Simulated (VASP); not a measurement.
# Na (P6/mmm) in VASP: a series of runs

The runs below take Na through relaxation of shape and atoms at fixed volume, with PBE.

Program: VASP 6.6.1. These are calculated values, not measurements. Logs are shortened: lines on timing, memory, paths and dates and some standing lists are left out, and cuts for length are marked.

**1. The cell of the first run**

The structure is hexagonal, space group P6/mmm (No. 191). The conventional cell has a = 2.663 Å, b = 2.663 Å, c = 2.504 Å, α = 90.00°, β = 90.00°, γ = 120.00°. Na (site symmetry 6/mmm) has 8 Na at 2.50 to 2.66 Å within 3.3 Å.

**2. Relaxation of shape and atoms at fixed volume, PBE**

The input, INCAR:

```
SYSTEM = Na
ALGO = Normal
EDIFF = 1E-7
EDIFFG = -0.005
ENCUT = 600
GGA = PE
IBRION = 2
ISIF = 4
ISMEAR = -1
LASPH = .TRUE.
LCHARG = .FALSE.
LREAL = .FALSE.
LWAVE = .FALSE.
NELM = 60
NSW = 50
PREC = Accurate
SIGMA = 0.08
```

The input, KPOINTS:

```
k-points
0
G
  13 13 12
  0 0 0
```

The input, POSCAR:

```
Na
1.0
    2.6633010907      0.0000000000      0.0000000000
   -1.3316505454      2.3064864025      0.0000000000
    0.0000000000      0.0000000000      2.5035030253
Na
1
Direct
    0.0000000000      0.0000000000      0.0000000000
```

Potentials or basis: VASP PAW PBE potentials, release 64 (Na_pv).

On the command line:

```bash
$ cat potpaw_PBE.64/Na_pv/POTCAR > POTCAR
$ mpirun -np 1 vasp_std > vasp.out
```

OUTCAR:

```text
SYSTEM = Na
   EDIFF = 1E-7
   EDIFFG = -0.005
   ENCUT = 600
   GGA = PE
   IBRION = 2
   ISIF = 4
   ISMEAR = -1
   LASPH = .TRUE.
   LREAL = .FALSE.
   NELM = 60
   NSW = 50
   PREC = Accurate

 ion  position               nearest neighbor table
   1  0.000  0.000  0.000-

  LATTYP: Found a hexagonal cell.
 ALAT       =     2.6633010907
 C/A-ratio  =     0.9400000000

  Lattice vectors:

 A1 = (   2.6633010907,   0.0000000000,   0.0000000000)
 A2 = (  -1.3316505454,   2.3064864025,   0.0000000000)
 A3 = (   0.0000000000,   0.0000000000,   2.5035030253)

Analysis of symmetry for initial positions (statically):
=====================================================================
 Subroutine PRICEL returns:
 Original cell was already a primitive cell.

 Routine SETGRP: Setting up the symmetry group for a
 hexagonal supercell.

 Subroutine GETGRP returns: Found 24 space group operations
 (whereof 24 operations were pure point group operations)
 out of a pool of 24 trial point group operations.

The static configuration has the point symmetry D_6h.

Analysis of symmetry for dynamics (positions and initial velocities):
=====================================================================
 Subroutine PRICEL returns:
 Original cell was already a primitive cell.

 Routine SETGRP: Setting up the symmetry group for a
 hexagonal supercell.

 Subroutine GETGRP returns: Found 24 space group operations
 (whereof 24 operations were pure point group operations)
 out of a pool of 24 trial point group operations.

The dynamic configuration has the point symmetry D_6h.

 Subroutine INISYM returns: Found 24 space group operations
 (whereof 24 operations are pure point group operations),
 and found     1 'primitive' translations

----------------------------------------------------------------------------------------

                                     Primitive cell

  volume of cell :      15.3787

  direct lattice vectors                    reciprocal lattice vectors
     2.663301091  0.000000000  0.000000000     0.375473882  0.216779947  0.000000000
    -1.331650545  2.306486403  0.000000000     0.000000000  0.433559894  0.000000000
     0.000000000  0.000000000  2.503503025     0.000000000  0.000000000  0.399440300

  length of vectors
     2.663301091  2.663301091  2.503503025     0.433559894  0.433559894  0.399440300

  position of ions in fractional coordinates (direct lattice)
     0.000000000  0.000000000  0.000000000

  ion indices of the primitive-cell ions
   primitive index   ion index
                 1           1

----------------------------------------------------------------------------------------

 KPOINTS: k-points

Automatic generation of k-mesh.
 Grid dimensions read from file:
 generate k-points for:   13   13   12

 Generating k-lattice:

  Cartesian coordinates                     Fractional coordinates (reciprocal lattice)
     0.028882606  0.016675381  0.000000000     0.076923077  0.000000000  0.000000000
     0.000000000  0.033350761  0.000000000     0.000000000  0.076923077  0.000000000
     0.000000000  0.000000000  0.033286692     0.000000000  0.000000000  0.083333333

  Length of vectors
     0.033350761  0.033350761  0.033286692

  Shift w.r.t. Gamma in fractional coordinates (k-lattice)
     0.000000000  0.000000000  0.000000000

 Subroutine IBZKPT returns following result:
 ===========================================

 Found    147 irreducible k-points:

 Following reciprocal coordinates:
            Coordinates               Weight
  0.000000  0.000000  0.000000      1.000000
  0.076923 -0.000000  0.000000      6.000000
  0.153846  0.000000  0.000000      6.000000
  0.230769  0.000000  0.000000      6.000000
  0.307692  0.000000  0.000000      6.000000
  0.384615 -0.000000  0.000000      6.000000
[... 16 lines left out ...]
  0.076923 -0.000000  0.083333     12.000000
  0.153846  0.000000  0.083333     12.000000
 [... further k-points ...]
   k-points           NKPTS =    147   k-points in BZ     NKDIM =    147   number of bands    NBANDS=      7
   number of dos      NEDOS =    301   number of ions     NIONS =      1
   total plane-waves  NPLWV =  11520
   dimension x,y,z NGX =    24 NGY =   24 NGZ =   20
   dimension x,y,z NGXF=    48 NGYF=   48 NGZF=   40
   ions per type =               1
   NGX,Y,Z   is equivalent  to a cutoff of  14.98, 14.98, 13.28 a.u.
   NGXF,Y,Z  is equivalent  to a cutoff of  29.96, 29.96, 26.56 a.u.
 SYSTEM =  Na
   PREC   = accura    normal or accurate (medium, high low for compatibility)
   ISTART =      0    job   : 0-new  1-cont  2-samecut
   ICHARG =      2    charge: 1-file 2-atom 10-const
   ISPIN  =      1    spin polarized calculation?
   LNONCOLLINEAR =      F non collinear calculations
   LSORBIT =      F    spin-orbit coupling
   LASPH  =      T    aspherical Exc in radial PAW
   ENCUT  =  600.0 eV  44.10 Ry    6.64 a.u.   5.32  5.32  5.00*2*pi/ulx,y,z
   NELM   =     60;   NELMIN=  2; NELMDL= -5     # of ELM steps
   EDIFF  = 0.1E-06   stopping-criterion for ELM
   LREAL  =      F    real-space projection
   EDIFFG = -.5E-02   stopping-criterion for IOM
   NSW    =     50    number of steps for IOM
   IBRION =      2    ionic relax: 0-MD 1-quasi-New 2-CG
   NFREE  =      1    steps in history (QN), initial steepest desc. (CG)
   ISIF   =      4    stress and relaxation
   ISYM   =      2    0-nonsym 1-usesym 2-fastsym
   POTIM  = 0.5000    time-step for ionic-motion
   TEBEG  =    0.0;   TEEND  =   0.0 temperature during run
   PSTRESS=    0.0 pullay stress
   NELECT =       7.0000    total number of electrons
   NUPDOWN=      -1.0000    fix difference up-down
   EMIN   =  10.00;   EMAX   =-10.00  energy-range for DOS
   EFERMI =   0.00;   METHOD = LEGACY
   ISMEAR =    -1;   SIGMA  =   0.08  broadening in eV -4-tet -1-fermi 0-gaus
   EFERMI_NEDOS =   21; number of points for ismear=-14 and -15
   IALGO  =     38    algorithm
   IMIX   =      4    mixing-type and parameters
     AMIX     =   0.40;   BMIX     =  1.00
     AMIX_MAG =   1.60;   BMIX_MAG =  1.00
  volume/ion in A,a.u.               =      15.38       103.78
  Fermi-wavevector in a.u.,A,eV,Ry     =   1.259315  2.379760 21.577133  1.585875
  Thomas-Fermi vector in A             =   2.392881
   LORBIT       =      0    0 simple, 1 ext, 2 COOP (PROOUT), +10 PAW based schemes
   GGA     = PE    functional components
   LHFCALC =     F    Hartree Fock is set to
   AEXX    =    0.0000 exact exchange contribution
   IVDW    =     0    specifies the selected vdW correction
   LEPSILON=     F    determine dielectric tensor
   LRPA    =     F    only Hartree local field effects (RPA)
 conjugate gradient relaxation of ions
 non-spin polarized calculation
  energy-cutoff  :      600.00
  volume of cell :       15.38
 maximum number of plane-waves:       538
 NGX is ok and might be reduce to    24
   NGX = 11   NGY = 11   NGZ = 11

--------------------------------------- Ionic step        1  -------------------------------------------

 number of electron       7.0000002 magnetization

 Free energy of the ion-electron system (eV)
  ---------------------------------------------------
  ext. energy  EPLUGINS =         0.00000000
  ---------------------------------------------------
  free energy    TOTEN  =        -0.05564698 eV

  energy without entropy =       -0.04933978  energy(sigma->0) =       -0.05249338

------------------------ aborting loop because EDIFF is reached ----------------------------------------

  FORCE on cell =-STRESS in cart. coord.  units (eV):
  Direction    XX          YY          ZZ          XY          YZ          ZX
  --------------------------------------------------------------------------------------
  -------------------------------------------------------------------------------------
  Total        3.3974330      3.3974330      3.3061714     -0.0000000     -0.0000000      0.0000000
  in kB      353.9502311    353.9502311    344.4424416     -0.0000000     -0.0000000      0.0000000
  external PRESSURE =     350.7809680 kB  Pullay stress =       0.0000000 kB
[... 55 lines left out ...]
  energy  without entropy=       -0.0494666930  energy(sigma->0) =       -0.05265498

--------------------------------------- Ionic step        3  -------------------------------------------

 number of electron       7.0000003 magnetization

 Free energy of the ion-electron system (eV)
  ---------------------------------------------------
  ext. energy  EPLUGINS =         0.00000000
  ---------------------------------------------------
  free energy    TOTEN  =        -0.05589857 eV

  energy without entropy =       -0.04946221  energy(sigma->0) =       -0.05268039

 E-fermi :   4.7138     XC(G=0):  -9.3645

 val. band max:        4.6674732167   @ k =   0.0769   0.0769   0.5000
 cond. band min:       4.7651590685   @ k =   0.4615  -0.0000   0.0000
 fundamental gap:      0.0976858519
 Fermi energy:         4.7138481695

 k-point     1 :       0.0000    0.0000    0.0000
  band No.  band energies     occupation
      1     -20.6720      2.00000
      2     -20.6720      2.00000
      3     -20.6187      2.00000
      4      -1.0176      2.00000
      5      18.0185      0.00000
      6      21.7326      0.00000
      7      21.7327      0.00000
[... 221 lines left out ...]
 k-point    24 :       0.1538    0.0000    0.0833
  band No.  band energies     occupation
      1     -20.8058      2.00000
      2     -20.6951      2.00000
      3     -20.6525      2.00000
      4      -0.1083      2.00000
      5      16.5025      0.00000
      6      17.3276      0.00000
      7      21.1286      0.00000

 [... further k-points ...]
[... 5 lines left out ...]
  --------------------------------------------------------------------------------------
  -------------------------------------------------------------------------------------
  Total        3.3680520      3.3680520      3.3674470     -0.0000000      0.0000000      0.0000000
  in kB      350.8892684    350.8892684    350.8262423     -0.0000000      0.0000000      0.0000000
  external PRESSURE =     350.8682597 kB  Pullay stress =       0.0000000 kB
[... 16 lines left out ...]
  FREE ENERGIE OF THE ION-ELECTRON SYSTEM (eV)
  ---------------------------------------------------
  free  energy   TOTEN  =        -0.0558985689 eV

  energy  without entropy=       -0.0494622063  energy(sigma->0) =       -0.05268039

 reached required accuracy - stopping structural energy minimisation
```

Wall time 17 s (1 thread of Intel Xeon Platinum 8259CL at 2.50GHz (Skylake/Cascade Lake), shared host); peak memory 0.13 GiB.

Results:

- Free energy: -0.0559 eV
- Energy gained by relaxing: 0.3 meV/atom
- Ionic steps: 3
- Pressure after relaxing: 35.1 GPa

Step by step:
```tsv
step	energy change (eV)	largest force (eV/Å)	pressure (GPa)	volume (Å³)
1	0.0000	0.0000	35.08	15.38
2	-0.0002	0.0000	35.08	15.38
3	-0.0003	0.0000	35.09	15.38
```

Final structure:
```yaml
crystal:
  lattice:
    - [2.67066, 0.00000, 0.00000]
    - [-1.33533, 2.31286, 0.00000]
    - [0.00000, 0.00000, 2.48973]
  atoms:
    - { symbol: Na, position: [0.00000, 0.00000, 0.00000] }
```

**3. Relaxation of shape and atoms at fixed volume, PBE**

This run uses another cell than the first one, of 17.30 Å³/atom, 1.125 times its volume.

The input, INCAR:

```
ALGO = Normal ; EDIFF = 1E-7
EDIFFG = -0.005 ; ENCUT = 600
GGA = PE ; IBRION = 2
ISIF = 4 ; ISMEAR = -1
LASPH = True ; LCHARG = False
LREAL = False ; LWAVE = False
NELM = 60 ; NSW = 50
PREC = Accurate ; SIGMA = 0.08
```

The input, KPOINTS:

```
k-points
0
Gamma
  13 13 12
```

The input, POSCAR:

```
Na
1.0
    2.7699447574      0.0000000000      0.0000000000
   -1.3849723787      2.3988425270      0.0000000000
    0.0000000000      0.0000000000      2.6037480719
Na
1
Direct
    0.0000000000      0.0000000000      0.0000000000
```

Potentials or basis: VASP PAW PBE potentials, release 64 (Na_pv).

On the command line:

```bash
$ cat potpaw_PBE.64/Na_pv/POTCAR > POTCAR
$ mpirun -np 1 vasp_std > vasp.out
```

Run time: 19 s. Hardware: 1 thread of Intel Xeon Platinum 8259CL at 2.50GHz (Skylake/Cascade Lake), shared host; peak memory 0.14 GiB.

The run converged. Its results:

| Quantity | Value |
| --- | --- |
| Free energy | -0.4085 eV |
| Energy gained by relaxing | 0.4 meV/atom |
| Ionic steps | 3 |
| Pressure after relaxing | 24.4 GPa |

The path:
```csv
step,energy change (eV),largest force (eV/Å),pressure (GPa),volume (Å³)
1,0.0000,0.0000,24.40,17.30
2,-0.0003,0.0000,24.40,17.30
3,-0.0004,0.0000,24.40,17.30
```

Final structure:
```yaml
crystal:
  lattice:
    - [2.77993, 0.00000, 0.00000]
    - [-1.38996, 2.40749, 0.00000]
    - [0.00000, 0.00000, 2.58508]
  atoms:
    - { symbol: Na, position: [0.00000, 0.00000, 0.00000] }
```

Levels at points of the mesh, in eV from the Fermi level:
| k point | band 2 | band 3 | band 4 | band 5 | band 6 | band 7 |
| --- | --- | --- | --- | --- | --- | --- |
| (0.00, 0.00, 0.00) | -25.20 | -25.16 | -5.34 | 12.69 | 16.06 | 16.06 |
| (0.00, 0.00, 0.50) | -25.15 | -25.15 | -0.34 | 1.09 | 20.07 | 20.07 |
